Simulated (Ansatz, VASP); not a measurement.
One calculation of Al, two programs

File INCAR:

```
SYSTEM = Al
  PREC = Accurate
  ENCUT = 600
  EDIFF = 1E-6
  ISMEAR = 0
  SIGMA = 0.1
  LREAL = .False.
  LASPH = .True.
  NELM = 100
  ALGO = Fast
  ISIF = 3
  LWAVE = .False.
  LCHARG = .False.
  GGA = PE
  IBRION = 2
  NSW = 80
  EDIFFG = -0.003
```

Contents of KPOINTS:

```
Automatic mesh
0
Gamma
  60 60 60
  0 0 0
```

File POSCAR:

```
Al
1.0
    0.0000000000      2.0200000000      2.0200000000
    2.0200000000      0.0000000000      2.0200000000
    2.0200000000      2.0200000000      0.0000000000
Al
1
Direct
    0.0000000000      0.0000000000      0.0000000000
```

Input for Ansatz:

```yaml
crystal:
  lattice:
    - [0.0, 2.02, 2.02]
    - [2.02, 0.0, 2.02]
    - [2.02, 2.02, 0.0]
  atoms:
    - { symbol: Al, position: [0.0, 0.0, 0.0] }
scf:
  occupations: { method: gaussian, width: 0.1 }
output:
  forces: true
  stress: true
  eigenvalues: true
  write_density: true
  write_potential: true
  elf: true
  volumetric_format: npy
hamiltonian:
  xc: pbe
relax:
  f_tol: 0.003
  max_steps: 60
  cell: { stress_tol: 0.02 }
kpoints:
  mp_grid: { grid: [60, 60, 60] }
```

Alike in both runs: task relaxation of cell and atoms; functional PBE; k mesh 60 × 60 × 60; occupations gaussian, width 0.1 eV; no spin polarisation.

|  | VASP | Ansatz |
| --- | --- | --- |
| version | VASP 6.6.1 | Ansatz 0.2.0 |
| potentials or method | VASP PAW PBE potentials, release 64 (Al) | scalar-relativistic, plane waves, PAW |
| plane-wave cutoff (eV) | 600 | 420 |
| valence electrons in the cell | 3 | 3 |

|  | VASP | Ansatz | Ansatz less VASP |
| --- | --- | --- | --- |
| gap on the k mesh at the Fermi level, each at its own relaxed structure (eV) | none | none | - |
| relaxed volume (Å³/atom) | 16.48 | 16.49 | +0.007 |
| relaxed length of the cell vector where the two differ most in proportion (Å) | 2.857 | 2.857 | +0.0004 |

A gap of «none» marks a metal or a gap that the smearing closes.

Noted on VASP's run: the relaxation stopped at its first step, so nothing moved.
